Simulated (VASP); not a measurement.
**Hf: single point with PBEsol**

Hf:

```
CELL_PARAMETERS angstrom
0.00000 2.19858 2.19858
2.19858 0.00000 2.19858
2.19858 2.19858 0.00000
ATOMIC_POSITIONS crystal
Hf 0.00000 0.00000 0.00000
```

```json
{"Program": "VASP 6.6.1", "Task": "single point", "Functional": "PBEsol", "Potentials or basis": "VASP PAW PBE potentials, release 64 (Hf_pv)", "Cutoff": "520 eV", "k mesh": "17 × 17 × 17", "Occupations": "fermi-dirac, width 0.05 eV", "Spin": "no spin polarisation", "Dipole correction": "no", "Further INCAR settings": "ALGO = Normal; EDIFF = 1e-06; NBANDS = 11"}
```

```json
{
 "Pressure": "1.2 GPa",
 "Band gap on the k mesh": "zero (band 5 reaches 6.35 eV, above the bottom of band 6 at 4.39 eV)"
}
```

Levels at points of the mesh, in eV from the Fermi level:
```tsv
k point	band 1	band 2	band 3	band 4	band 5	band 6	band 7	band 8	band 9	band 10
(0.00, 0.00, 0.00)	-29.78	-29.78	-29.78	-7.40	1.40	1.40	1.40	4.37	4.37	11.53
```

Run time: 17 s on 1 thread of Intel Xeon 6975P-C, with other jobs on the host, peak memory 0.16 GiB.

Caveat: the PAW data sets were made with another functional, which shifts forces and pressure a little; spin-orbit coupling is left out, which moves the levels of the heavy elements.
